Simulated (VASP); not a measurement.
# KBr (F-43m) in VASP: notebook

KBr is run at these levels: r2SCAN; tasks: single point.

Everything below comes from runs of VASP 6.6.1. Logs are shortened: lines on timing, memory, paths and dates and some standing lists are left out, and cuts for length are marked.

## (1) The cell of the first run

It takes space group F-43m (No. 216, cubic). The conventional cell has a = 7.377 Å, b = 7.377 Å, c = 7.377 Å, α = 90.00°, β = 90.00°, γ = 90.00°. Within 4.2 Å of K (site symmetry -43m) lie 4 Br at 3.19 Å. Br (site symmetry -43m) has 4 K at 3.19 Å within 4.2 Å.

## (2) Single point, r2SCAN

File POSCAR:

```
KBr
1.0
    0.0000000000      3.6882992921      3.6882992921
    3.6882992921      0.0000000000      3.6882992921
    3.6882992921      3.6882992921      0.0000000000
K Br
1 1
Direct
    0.0000000000      0.0000000000      0.0000000000
    0.2500000000      0.2500000000      0.2500000000
```

File INCAR.step1:

```
SYSTEM = KBr
ALGO = Normal
EDIFF = 1E-4
ENCUT = 520
GGA = PE
ISMEAR = 0
LASPH = .True.
LCHARG = .False.
LREAL = .False.
LWAVE = .True.
NBANDS = 15
NELM = 80
PREC = Accurate
SIGMA = 0.01
```

File INCAR.step2:

```
SYSTEM = KBr
ALGO = Normal
EDIFF = 1E-6
ENCUT = 520
ISIF = 2
ISMEAR = 0
ISTART = 1
LASPH = .True.
LCHARG = .False.
LMIXTAU = .True.
LREAL = .False.
LWAVE = .False.
METAGGA = R2SCAN
NBANDS = 15
NELM = 80
PREC = Accurate
SIGMA = 0.01
```

File KPOINTS:

```
k-points
0
Gamma
  6 6 6
  0 0 0
```

Potentials or basis: VASP PAW PBE potentials, release 64 (K_sv, Br).

Command:

```
$ cat potpaw_PBE.64/K_sv/POTCAR potpaw_PBE.64/Br/POTCAR > POTCAR
$ cp INCAR.step1 INCAR
$ mpirun -np 1 vasp_std > vasp.out
$ cp INCAR.step2 INCAR
$ mpirun -np 1 vasp_std > vasp.out
```

OUTCAR:

```text
SYSTEM = KBr
   EDIFF = 1E-6
   ENCUT = 520
   ISIF = 2
   ISMEAR = 0
   ISTART = 1
   LASPH = .True.
   LREAL = .False.
   METAGGA = R2SCAN
   NELM = 80
   PREC = Accurate

 ion  position               nearest neighbor table
   1  0.000  0.000  0.000-   2 3.19   2 3.19   2 3.19   2 3.19
   2  0.250  0.250  0.250-   1 3.19   1 3.19   1 3.19   1 3.19

  LATTYP: Found a face centered cubic cell.
 ALAT       =     7.3765985842

  Lattice vectors:

 A1 = (   0.0000000000,   3.6882992921,   3.6882992921)
 A2 = (   3.6882992921,   0.0000000000,   3.6882992921)
 A3 = (   3.6882992921,   3.6882992921,   0.0000000000)

Analysis of symmetry for initial positions (statically):
=====================================================================
 Subroutine PRICEL returns:
 Original cell was already a primitive cell.

 Routine SETGRP: Setting up the symmetry group for a
 face centered cubic supercell.

 Subroutine GETGRP returns: Found 24 space group operations
 (whereof 24 operations were pure point group operations)
 out of a pool of 48 trial point group operations.

The static configuration has the point symmetry T_d .

Analysis of symmetry for dynamics (positions and initial velocities):
=====================================================================
 Subroutine PRICEL returns:
 Original cell was already a primitive cell.

 Routine SETGRP: Setting up the symmetry group for a
 face centered cubic supercell.

 Subroutine GETGRP returns: Found 24 space group operations
 (whereof 24 operations were pure point group operations)
 out of a pool of 48 trial point group operations.

The dynamic configuration has the point symmetry T_d .

 Subroutine INISYM returns: Found 24 space group operations
 (whereof 24 operations are pure point group operations),
 and found     1 'primitive' translations

----------------------------------------------------------------------------------------

                                     Primitive cell

  volume of cell :     100.3479

  direct lattice vectors                    reciprocal lattice vectors
     0.000000000  3.688299292  3.688299292    -0.135563836  0.135563836  0.135563836
     3.688299292  0.000000000  3.688299292     0.135563836 -0.135563836  0.135563836
     3.688299292  3.688299292  0.000000000     0.135563836  0.135563836 -0.135563836

  length of vectors
     5.216042881  5.216042881  5.216042881     0.234803451  0.234803451  0.234803451

  position of ions in fractional coordinates (direct lattice)
     0.000000000  0.000000000  0.000000000
     0.250000000  0.250000000  0.250000000

  ion indices of the primitive-cell ions
   primitive index   ion index
                 1           1
                 2           2

----------------------------------------------------------------------------------------

 KPOINTS: k-points

Automatic generation of k-mesh.
 Grid dimensions read from file:
 generate k-points for:    6    6    6

 Generating k-lattice:

  Cartesian coordinates                     Fractional coordinates (reciprocal lattice)
    -0.022593973  0.022593973  0.022593973     0.166666667  0.000000000  0.000000000
     0.022593973 -0.022593973  0.022593973     0.000000000  0.166666667  0.000000000
     0.022593973  0.022593973 -0.022593973     0.000000000  0.000000000  0.166666667

  Length of vectors
     0.039133909  0.039133909  0.039133909

  Shift w.r.t. Gamma in fractional coordinates (k-lattice)
     0.000000000  0.000000000  0.000000000

 Subroutine IBZKPT returns following result:
 ===========================================

 Found     16 irreducible k-points:

 Following reciprocal coordinates:
            Coordinates               Weight
  0.000000  0.000000  0.000000      1.000000
  0.166667  0.000000  0.000000      8.000000
  0.333333  0.000000  0.000000      8.000000
  0.500000  0.000000  0.000000      4.000000
  0.166667  0.166667  0.000000      6.000000
  0.333333  0.166667  0.000000     24.000000
[... 8 lines left out ...]
 -0.333333  0.333333  0.166667     24.000000
 -0.333333  0.500000  0.166667     12.000000
   k-points           NKPTS =     16   k-points in BZ     NKDIM =     16   number of bands    NBANDS=     15
   number of dos      NEDOS =    301   number of ions     NIONS =      2
   total plane-waves  NPLWV =  64000
   dimension x,y,z NGX =    40 NGY =   40 NGZ =   40
   dimension x,y,z NGXF=    80 NGYF=   80 NGZF=   80
   ions per type =               1   1
   NGX,Y,Z   is equivalent  to a cutoff of  12.75, 12.75, 12.75 a.u.
   NGXF,Y,Z  is equivalent  to a cutoff of  25.50, 25.50, 25.50 a.u.
 SYSTEM =  KBr
   PREC   = accura    normal or accurate (medium, high low for compatibility)
   ISTART =      1    job   : 0-new  1-cont  2-samecut
   ICHARG =      0    charge: 1-file 2-atom 10-const
   ISPIN  =      1    spin polarized calculation?
   LNONCOLLINEAR =      F non collinear calculations
   LSORBIT =      F    spin-orbit coupling
   LASPH  =      T    aspherical Exc in radial PAW
   ENCUT  =  520.0 eV  38.22 Ry    6.18 a.u.   9.70  9.70  9.70*2*pi/ulx,y,z
   NELM   =     80;   NELMIN=  2; NELMDL=  0     # of ELM steps
   EDIFF  = 0.1E-05   stopping-criterion for ELM
   LREAL  =      F    real-space projection
   EDIFFG = 0.1E-04   stopping-criterion for IOM
   NSW    =      0    number of steps for IOM
   IBRION =     -1    ionic relax: 0-MD 1-quasi-New 2-CG
   NFREE  =      0    steps in history (QN), initial steepest desc. (CG)
   ISIF   =      2    stress and relaxation
   ISYM   =      2    0-nonsym 1-usesym 2-fastsym
   POTIM  = 0.5000    time-step for ionic-motion
   TEBEG  =    0.0;   TEEND  =   0.0 temperature during run
   PSTRESS=    0.0 pullay stress
   NELECT =      16.0000    total number of electrons
   NUPDOWN=      -1.0000    fix difference up-down
   EMIN   =  10.00;   EMAX   =-10.00  energy-range for DOS
   EFERMI =   0.00;   METHOD = LEGACY
   ISMEAR =     0;   SIGMA  =   0.01  broadening in eV -4-tet -1-fermi 0-gaus
   EFERMI_NEDOS =   21; number of points for ismear=-14 and -15
   IALGO  =     38    algorithm
   IMIX   =      4    mixing-type and parameters
     AMIX     =   0.40;   BMIX     =  1.00
     AMIX_MAG =   1.60;   BMIX_MAG =  1.00
  volume/ion in A,a.u.               =      50.17       338.59
  Fermi-wavevector in a.u.,A,eV,Ry     =   0.887725  1.677558 10.722159  0.788056
  Thomas-Fermi vector in A             =   2.009061
   LORBIT       =      0    0 simple, 1 ext, 2 COOP (PROOUT), +10 PAW based schemes
   METAGGA = R2SCAN    functional components
   LHFCALC =     F    Hartree Fock is set to
   AEXX    =    0.0000 exact exchange contribution
   IVDW    =     0    specifies the selected vdW correction
   LEPSILON=     F    determine dielectric tensor
   LRPA    =     F    only Hartree local field effects (RPA)
 non-spin polarized calculation
 Gauss-broadening in eV      SIGMA  =   0.01
  energy-cutoff  :      520.00
  volume of cell :      100.35
 maximum number of plane-waves:      2733
   NGX = 19   NGY = 19   NGZ = 19

 number of electron      15.9999997 magnetization

 Free energy of the ion-electron system (eV)
  ---------------------------------------------------
  ext. energy  EPLUGINS =         0.00000000
  ---------------------------------------------------
  free energy    TOTEN  =       -22.96735659 eV

  energy without entropy =      -22.96735659  energy(sigma->0) =      -22.96735659

 E-fermi :  -3.3688     XC(G=0):  -6.1898

 val. band max:       -3.5081870865   @ k =  -0.3333   0.1667   0.0000
 cond. band min:       1.3332751459   @ k =   0.0000   0.0000   0.0000
 fundamental gap:      4.8414622324
 Fermi energy:        -3.3687788847

 k-point     1 :       0.0000    0.0000    0.0000
  band No.  band energies     occupation
      1     -32.4223      2.00000
      2     -15.8147      2.00000
      3     -15.1450      2.00000
      4     -15.1450      2.00000
      5     -15.1450      2.00000
      6      -3.5224      2.00000
      7      -3.5223      2.00000
      8      -3.5223      2.00000
      9       1.3333      0.00000
     10       5.8488      0.00000
     11       5.8488      0.00000
     12       6.8366      0.00000
     13       6.8366      0.00000
     14       6.8366      0.00000
     15       7.6664      0.00000

 k-point     2 :       0.1667    0.0000    0.0000
  band No.  band energies     occupation
      1     -32.4219      2.00000
      2     -15.8721      2.00000
      3     -15.1466      2.00000
      4     -15.1466      2.00000
      5     -15.0810      2.00000
      6      -3.6319      2.00000
      7      -3.5188      2.00000
      8      -3.5188      2.00000
      9       1.7601      0.00000
     10       5.5684      0.00000
     11       5.5684      0.00000
     12       6.3937      0.00000
     13       6.9193      0.00000
     14       7.3719      0.00000
     15       7.3720      0.00000

 k-point     3 :       0.3333    0.0000    0.0000
  band No.  band energies     occupation
      1     -32.4212      2.00000
      2     -15.9646      2.00000
      3     -15.1498      2.00000
      4     -15.1498      2.00000
      5     -14.9756      2.00000
      6      -3.8122      2.00000
      7      -3.5123      2.00000
      8      -3.5122      2.00000
      9       2.7316      0.00000
     10       5.0548      0.00000
     11       5.3853      0.00000
     12       5.3853      0.00000
     13       6.8926      0.00000
     14       7.1137      0.00000
     15       7.1137      0.00000

 k-point     4 :       0.5000    0.0000    0.0000
  band No.  band energies     occupation
      1     -32.4208      2.00000
      2     -16.0039      2.00000
      3     -15.1514      2.00000
      4     -15.1514      2.00000
      5     -14.9301      2.00000
      6      -3.8873      2.00000
      7      -3.5093      2.00000
      8      -3.5093      2.00000
      9       3.6692      0.00000
     10       3.9754      0.00000
     11       5.3802      0.00000
     12       5.3802      0.00000
     13       6.8961      0.00000
     14       6.8961      0.00000
     15       7.5463      0.00000
[... 163 lines left out ...]
 k-point    14 :       0.5000    0.3333    0.1667
  band No.  band energies     occupation
      1     -32.4207      2.00000
      2     -16.0140      2.00000
      3     -15.1619      2.00000
      4     -15.1549      2.00000
      5     -14.9048      2.00000
      6      -3.8097      2.00000
      7      -3.6029      2.00000
      8      -3.5195      2.00000
      9       3.2070      0.00000
     10       4.3021      0.00000
     11       5.4023      0.00000
     12       5.9159      0.00000
     13       7.0383      0.00000
     14       7.2808      0.00000
     15       7.5744      0.00000

 k-point    15 :      -0.3333    0.3333    0.1667
  band No.  band energies     occupation
      1     -32.4205      2.00000
      2     -16.0367      2.00000
      3     -15.1658      2.00000
      4     -15.1571      2.00000
      5     -14.8740      2.00000
      6      -3.7807      2.00000
      7      -3.6737      2.00000
      8      -3.5225      2.00000
      9       3.4178      0.00000
     10       4.2466      0.00000
     11       5.4184      0.00000
     12       5.9484      0.00000
     13       6.8976      0.00000
     14       7.3197      0.00000
     15       7.6292      0.00000

 k-point    16 :      -0.3333    0.5000    0.1667
  band No.  band energies     occupation
      1     -32.4204      2.00000
      2     -16.0479      2.00000
      3     -15.1649      2.00000
      4     -15.1606      2.00000
      5     -14.8592      2.00000
      6      -3.8314      2.00000
      7      -3.6285      2.00000
      8      -3.5324      2.00000
      9       3.2082      0.00000
     10       4.2733      0.00000
     11       6.1627      0.00000
     12       6.2861      0.00000
     13       6.5829      0.00000
     14       6.9799      0.00000
     15       7.5696      0.00000

------------------------ aborting loop because EDIFF is reached ----------------------------------------

  FORCE on cell =-STRESS in cart. coord.  units (eV):
  Direction    XX          YY          ZZ          XY          YZ          ZX
  --------------------------------------------------------------------------------------
  -------------------------------------------------------------------------------------
  Total        0.0110725      0.0110725      0.0110725     -0.0000000      0.0000000      0.0000000
  in kB        0.1767867      0.1767867      0.1767867     -0.0000000      0.0000000      0.0000000
  external PRESSURE =       0.1767867 kB  Pullay stress =       0.0000000 kB

 VOLUME and BASIS-vectors are now :
 -----------------------------------------------------------------------------
  energy-cutoff  :      520.00
  volume of cell :      100.35
      direct lattice vectors                 reciprocal lattice vectors
     0.000000000  3.688299292  3.688299292    -0.135563836  0.135563836  0.135563836
     3.688299292  0.000000000  3.688299292     0.135563836 -0.135563836  0.135563836
     3.688299292  3.688299292  0.000000000     0.135563836  0.135563836 -0.135563836

 POSITION                                       TOTAL-FORCE (eV/Angst)
 -----------------------------------------------------------------------------------
      0.00000      0.00000      0.00000         0.000000      0.000000      0.000000
      1.84415      1.84415      1.84415        -0.000000     -0.000000     -0.000000
 -----------------------------------------------------------------------------------
    total drift:                               -0.000000     -0.000000     -0.000000

  FREE ENERGIE OF THE ION-ELECTRON SYSTEM (eV)
  ---------------------------------------------------
  free  energy   TOTEN  =       -22.9673565856 eV

  energy  without entropy=      -22.9673565856  energy(sigma->0) =      -22.96735659
```

Run time: 2.5 min. Hardware: 1 thread of Intel Xeon 8259CL, shared host; peak memory 0.27 GiB.

What came out:

* Free energy: -22.9674 eV
* Pressure: 0.0 GPa
* Band gap on the k mesh: 4.84 eV (least direct gap 4.86 eV)

Caveat: the structure was generated, so it needn't be the stable form of KBr; the PAW data sets were made with another functional, which shifts forces and pressure a little. A k mesh can miss the band edges.

(Part 1 of 3 ends here.)
